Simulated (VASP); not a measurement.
# Sb (Immm) in VASP: notebook

Runs on Sb. Level: PBE. Tasks: relaxation of cell and atoms.

Program: VASP 6.6.1. These are calculated values, not measurements. Logs are shortened: lines on timing, memory, paths and dates and some standing lists are left out, and cuts for length are marked.

**1. The cell of the first run**

The structure is orthorhombic, space group Immm (No. 71). Conventional cell: a = 3.729 Å, b = 4.229 Å, c = 4.287 Å, α = 90.00°, β = 90.00°, γ = 90.00°. Sb (site symmetry mmm) has 14 Sb at 3.54 to 4.29 Å within 4.7 Å.

The cell was generated, and may not be a known phase.

**2. Relaxation of cell and atoms, PBE**

File INCAR:

```
ALGO = Normal ; EDIFF = 1E-7
EDIFFG = -0.04 ; ENCUT = 600
GGA = PE ; IBRION = 2
ISIF = 3 ; ISMEAR = 0
LASPH = T ; LCHARG = F
LREAL = F ; LWAVE = F
NELM = 100 ; NSW = 90
PREC = Accurate ; SIGMA = 0.1
```

File KPOINTS:

```
k-points
0
Gamma
  6 6 6
```

File POSCAR:

```
Sb
1.0
   -1.8645118700      2.1146795000      2.1432923700
    1.8645118700     -2.1146795000      2.1432923700
    1.8645118700      2.1146795000     -2.1432923700
Sb
1
Direct
    0.0000000000      0.0000000000      0.0000000000
```

Potentials or basis: VASP PAW PBE potentials, release 64 (Sb).

On the command line:

```sh
$ cat potpaw_PBE.64/Sb/POTCAR > POTCAR
$ mpirun -np 1 vasp_std > vasp.out
```

OUTCAR:

```text
EDIFF = 1E-7
   EDIFFG = -0.04
   ENCUT = 600
   GGA = PE
   IBRION = 2
   ISIF = 3
   ISMEAR = 0
   LASPH = T
   LREAL = F
   NELM = 100
   NSW = 90
   PREC = Accurate

 ion  position               nearest neighbor table
   1  0.000  0.000  0.000-

  LATTYP: Found a body centered orthorhombic cell.
 ALAT       =     3.7290237400
 B/A-ratio  =     1.1341732568
 C/A-ratio  =     1.1495192948

  Lattice vectors:

 A1 = (  -1.8645118700,   2.1146795000,   2.1432923700)
 A2 = (   1.8645118700,  -2.1146795000,   2.1432923700)
 A3 = (   1.8645118700,   2.1146795000,  -2.1432923700)

Analysis of symmetry for initial positions (statically):
=====================================================================
 Subroutine PRICEL returns:
 Original cell was already a primitive cell.

 Routine SETGRP: Setting up the symmetry group for a
 body centered orthorhombic supercell.

 Subroutine GETGRP returns: Found  8 space group operations
 (whereof  8 operations were pure point group operations)
 out of a pool of  8 trial point group operations.

The static configuration has the point symmetry D_2h.

Analysis of symmetry for dynamics (positions and initial velocities):
=====================================================================
 Subroutine PRICEL returns:
 Original cell was already a primitive cell.

 Routine SETGRP: Setting up the symmetry group for a
 body centered orthorhombic supercell.

 Subroutine GETGRP returns: Found  8 space group operations
 (whereof  8 operations were pure point group operations)
 out of a pool of  8 trial point group operations.

The dynamic configuration has the point symmetry D_2h.

 Subroutine INISYM returns: Found  8 space group operations
 (whereof  8 operations are pure point group operations),
 and found     1 'primitive' translations

----------------------------------------------------------------------------------------

                                     Primitive cell

  volume of cell :      33.8027

  direct lattice vectors                    reciprocal lattice vectors
    -1.864511870  2.114679500  2.143292370     0.000000000  0.236442449  0.233285952
     1.864511870 -2.114679500  2.143292370     0.268166703  0.000000000  0.233285952
     1.864511870  2.114679500 -2.143292370     0.268166703  0.236442449  0.000000000

  length of vectors
     3.541465245  3.541465245  3.541465245     0.332155637  0.355437358  0.357517009

  position of ions in fractional coordinates (direct lattice)
     0.000000000  0.000000000  0.000000000

  ion indices of the primitive-cell ions
   primitive index   ion index
                 1           1

----------------------------------------------------------------------------------------
[... 58 lines left out ...]
   NGX,Y,Z   is equivalent  to a cutoff of  13.14, 13.14, 13.14 a.u.
   NGXF,Y,Z  is equivalent  to a cutoff of  26.29, 26.29, 26.29 a.u.
 SYSTEM =  unknown system
   PREC   = accura    normal or accurate (medium, high low for compatibility)
   ISTART =      0    job   : 0-new  1-cont  2-samecut
   ICHARG =      2    charge: 1-file 2-atom 10-const
   ISPIN  =      1    spin polarized calculation?
   LNONCOLLINEAR =      F non collinear calculations
   LSORBIT =      F    spin-orbit coupling
   LASPH  =      T    aspherical Exc in radial PAW
   ENCUT  =  600.0 eV  44.10 Ry    6.64 a.u.   7.07  7.07  7.07*2*pi/ulx,y,z
   NELM   =    100;   NELMIN=  2; NELMDL= -5     # of ELM steps
   EDIFF  = 0.1E-06   stopping-criterion for ELM
   LREAL  =      F    real-space projection
   EDIFFG = -.4E-01   stopping-criterion for IOM
   NSW    =     90    number of steps for IOM
   IBRION =      2    ionic relax: 0-MD 1-quasi-New 2-CG
   NFREE  =      1    steps in history (QN), initial steepest desc. (CG)
   ISIF   =      3    stress and relaxation
   ISYM   =      2    0-nonsym 1-usesym 2-fastsym
   POTIM  = 0.5000    time-step for ionic-motion
   TEBEG  =    0.0;   TEEND  =   0.0 temperature during run
   PSTRESS=    0.0 pullay stress
   NELECT =       5.0000    total number of electrons
   NUPDOWN=      -1.0000    fix difference up-down
   EMIN   =  10.00;   EMAX   =-10.00  energy-range for DOS
   EFERMI =   0.00;   METHOD = LEGACY
   ISMEAR =     0;   SIGMA  =   0.10  broadening in eV -4-tet -1-fermi 0-gaus
   EFERMI_NEDOS =   21; number of points for ismear=-14 and -15
   IALGO  =     38    algorithm
   IMIX   =      4    mixing-type and parameters
     AMIX     =   0.40;   BMIX     =  1.00
     AMIX_MAG =   1.60;   BMIX_MAG =  1.00
  volume/ion in A,a.u.               =      33.80       228.11
  Fermi-wavevector in a.u.,A,eV,Ry     =   0.865794  1.636113 10.198912  0.749599
  Thomas-Fermi vector in A             =   1.984089
   LORBIT       =      0    0 simple, 1 ext, 2 COOP (PROOUT), +10 PAW based schemes
   GGA     = PE    functional components
   LHFCALC =     F    Hartree Fock is set to
   AEXX    =    0.0000 exact exchange contribution
   IVDW    =     0    specifies the selected vdW correction
   LEPSILON=     F    determine dielectric tensor
   LRPA    =     F    only Hartree local field effects (RPA)
 conjugate gradient relaxation of ions
 non-spin polarized calculation
 Gauss-broadening in eV      SIGMA  =   0.10
  energy-cutoff  :      600.00
  volume of cell :       33.80
 maximum number of plane-waves:      1156
   NGX = 15   NGY = 15   NGZ = 15

--------------------------------------- Ionic step        1  -------------------------------------------

 number of electron       5.0000000 magnetization

 Free energy of the ion-electron system (eV)
  ---------------------------------------------------
  ext. energy  EPLUGINS =         0.00000000
  ---------------------------------------------------
  free energy    TOTEN  =        -3.72508319 eV

  energy without entropy =       -3.72339820  energy(sigma->0) =       -3.72424069

 E-fermi :   5.6345     XC(G=0):  -9.2630

 val. band max:        5.5765032230   @ k =   0.5000   0.5000   0.5000
 cond. band min:       5.6546447352   @ k =  -0.1667   0.5000   0.1667
 fundamental gap:      0.0781415122
 Fermi energy:         5.6345149940

 k-point     1 :       0.0000    0.0000    0.0000
  band No.  band energies     occupation
      1      -5.5438      2.00000
      2       9.4183      0.00000
      3       9.4339      0.00000
      4      10.0841      0.00000
      5      14.3227      0.00000
      6      14.8152      0.00000
[... 416 lines left out ...]
--------------------------------------- Ionic step        7  -------------------------------------------

 number of electron       5.0000000 magnetization

 Free energy of the ion-electron system (eV)
  ---------------------------------------------------
  ext. energy  EPLUGINS =         0.00000000
  ---------------------------------------------------
  free energy    TOTEN  =        -3.94036664 eV

  energy without entropy =       -3.93873088  energy(sigma->0) =       -3.93954876

 E-fermi :   7.9133     XC(G=0): -10.1421

 val. band max:        7.7537956554   @ k =   0.1667   0.5000   0.0000
 cond. band min:       7.9242598762   @ k =  -0.1667   0.5000   0.1667
 fundamental gap:      0.1704642208
 Fermi energy:         7.9133200359

 k-point     1 :       0.0000    0.0000    0.0000
  band No.  band energies     occupation
      1      -4.5204      2.00000
      2      12.8444      0.00000
      3      12.8865      0.00000
      4      14.5118      0.00000
      5      16.8769      0.00000
      6      18.2473      0.00000
[... 235 lines left out ...]
  FREE ENERGIE OF THE ION-ELECTRON SYSTEM (eV)
  ---------------------------------------------------
  free  energy   TOTEN  =        -3.9403666361 eV

  energy  without entropy=       -3.9387308763  energy(sigma->0) =       -3.93954876

 reached required accuracy - stopping structural energy minimisation
```

Wall time 31 s (1 thread of Intel Xeon Platinum 8375C at 2.90GHz (Ice Lake), shared host); peak memory 0.17 GiB.

Results:

```yaml
Free_energy: -3.9404 eV
Relaxed_volume: 27.43 Å³/atom
Relaxed_cell: a = 3.314 Å, b = 3.314 Å, c = 3.314 Å, α = 118.90°, β = 105.77°, γ = 104.18°
Space_group_after_relaxing_to_0.1_Å: I4/mmm (No. 139)
Energy_gained_by_relaxing: 215.3 meV/atom
Ionic_steps: 7
Pressure_after_relaxing: 0.1 GPa
Band_gap_on_the_k_mesh: zero (an odd number of electrons rules out a gap without spin polarisation)
```

Step by step:
```
step  energy change (eV)  largest force (eV/Å)  pressure (GPa)  volume (Å³)
   1              0.0000                0.0000           -8.17        33.80
   2             -0.1993                0.0000            3.75        26.04
   3             -0.2133                0.0000            0.25        27.32
   4             -0.2132                0.0000           -0.04        27.44
   5             -0.2152                0.0000           -0.12        27.50
   6             -0.2152                0.0000           -0.11        27.50
   7             -0.2153                0.0000            0.05        27.43
```

Final structure:
```
Sb
1.0
    -1.68422    1.99952    2.03600
     1.68422   -1.99952    2.03600
     1.68422    1.99952   -2.03600
Sb
1
Direct
  0.00000 0.00000 0.00000
```

Levels at points of the mesh, in eV from the Fermi level:
| k point | band 1 | band 2 | band 3 | band 4 | band 5 | band 6 |
| --- | --- | --- | --- | --- | --- | --- |
| (0.00, 0.00, 0.00) | -12.43 | 4.93 | 4.97 | 6.60 | 8.96 | 10.33 |
| (0.50, 0.00, 0.00) | -9.19 | -5.42 | 3.64 | 5.61 | 8.46 | 9.37 |
| (0.00, 0.50, 0.00) | -8.05 | -5.07 | 1.60 | 3.09 | 6.15 | 6.55 |
| (0.50, 0.50, 0.00) | -7.98 | -5.02 | 1.44 | 2.85 | 5.94 | 6.32 |
| (0.50, 0.50, 0.50) | -5.98 | -2.72 | -2.46 | 0.78 | 2.69 | 4.86 |

Caveat: the k points lie up to 0.40 Å⁻¹ apart in the final cell, too coarse for converged energies and pressures of a metal; the volume moved by over 15 % at a fixed basis, so the end points are rough; spin-orbit coupling is left out, which moves the levels of the heavy elements.

**3. Relaxation of cell and atoms, PBE**

This run uses another cell than the first one, of 27.48 Å³/atom.

File INCAR:

```
PREC = Accurate ; ENCUT = 600
EDIFF = 1E-6 ; ISMEAR = 0
SIGMA = 0.1 ; LREAL = F
LASPH = T ; NELM = 60
ALGO = Normal ; ISIF = 3
LWAVE = F ; LCHARG = F
GGA = PE ; IBRION = 2
NSW = 100 ; EDIFFG = -0.01
```

File KPOINTS:

```
regular mesh
0
Gamma
  22 22 22
```

File POSCAR:

```
Sb
1.0
   -1.6880198629      1.9987365820      2.0359497591
    1.6880198629     -1.9987365820      2.0359497591
    1.6880198629      1.9987365820     -2.0359497591
Sb
1
Direct
    0.0000000000      0.0000000000      0.0000000000
```

Potentials or basis: VASP PAW PBE potentials, release 64 (Sb).

On the command line:

```sh
$ cat potpaw_PBE.64/Sb/POTCAR > POTCAR
$ mpirun -np 1 vasp_std > vasp.out
```

It took 32 min on 1 thread of Intel Xeon Platinum 8375C at 2.90GHz (Ice Lake), shared host; peak memory 0.47 GiB.

The run converged. Its results:

- Free energy: -3.9121 eV
- Relaxed volume: 27.16 Å³/atom
- Relaxed cell: a = 3.280 Å, b = 3.280 Å, c = 3.280 Å, α = 109.49°, β = 109.50°, γ = 109.42°
- Space group after relaxing (to 0.1 Å): Im-3m (No. 229)
- Energy gained by relaxing: 29.4 meV/atom
- Ionic steps: 28
- Pressure after relaxing: 0.0 GPa
- Band gap on the k mesh: zero (an odd number of electrons rules out a gap without spin polarisation)

The path:
```tsv
step	energy change (eV)	largest force (eV/Å)	pressure (GPa)	volume (Å³)
1	0.0000	0.0000	0.18	27.48
2	-0.0009	0.0000	-0.16	27.60
3	-0.0027	0.0000	-0.94	27.88
4	-0.0041	0.0000	-2.23	28.44
5	-0.0043	0.0000	-1.66	28.18
6	-0.0044	0.0000	-1.86	28.27
7	-0.0046	0.0000	-1.87	28.27
8	-0.0050	0.0000	-1.92	28.29
9	-0.0056	0.0000	-2.00	28.32
10	-0.0065	0.0000	-2.16	28.38
11	-0.0089	0.0000	-2.44	28.48
12	-0.0120	0.0000	-2.88	28.66
13	-0.0167	0.0000	-2.49	28.42
14	-0.0195	0.0000	-2.01	28.17
15	-0.0196	0.0000	-0.88	27.64
16	-0.0204	0.0000	-1.56	27.95
17	-0.0227	0.0000	-1.26	27.79
18	-0.0273	0.0000	-0.29	27.30
19	-0.0200	0.0000	2.11	26.33
20	-0.0279	0.0000	0.14	27.10
21	-0.0282	0.0000	0.13	27.11
22	-0.0290	0.0000	0.06	27.14
23	-0.0288	0.0000	-0.04	27.18
24	-0.0291	0.0000	0.02	27.16
25	-0.0293	0.0000	-0.01	27.17
26	-0.0294	0.0000	-0.06	27.19
27	-0.0294	0.0000	0.04	27.14
28	-0.0294	0.0000	0.01	27.16
```

Final structure:
```cif
data_structure
_symmetry_space_group_name_H-M 'P 1'
_symmetry_Int_Tables_number 1
_cell_length_a 3.2797
_cell_length_b 3.2797
_cell_length_c 3.2797
_cell_angle_alpha 109.490
_cell_angle_beta 109.500
_cell_angle_gamma 109.424
_cell_volume 27.16
loop_
_atom_site_label
_atom_site_type_symbol
_atom_site_fract_x
_atom_site_fract_y
_atom_site_fract_z
_atom_site_occupancy
Sb1 Sb 0.00000 0.00000 0.00000 1
```

Levels at points of the mesh, in eV from the Fermi level:
| k point | band 1 | band 2 | band 3 | band 4 | band 5 | band 6 |
| --- | --- | --- | --- | --- | --- | --- |
| (0.00, 0.00, 0.00) | -12.79 | 5.41 | 5.41 | 5.41 | 10.50 | 11.78 |
| (0.50, 0.00, 0.00) | -8.81 | -5.54 | 1.66 | 3.70 | 6.38 | 6.91 |
| (0.00, 0.50, 0.00) | -8.81 | -5.54 | 1.66 | 3.71 | 6.38 | 6.91 |
| (0.50, 0.50, 0.00) | -8.80 | -5.54 | 1.65 | 3.69 | 6.37 | 6.89 |
| (0.50, 0.50, 0.50) | -5.64 | -2.00 | -1.98 | -1.98 | 2.98 | 2.99 |

Caveat: spin-orbit coupling is left out, which moves the levels of the heavy elements.

The gap in the log of VASP goes by the Fermi energy; the results here count the filled bands.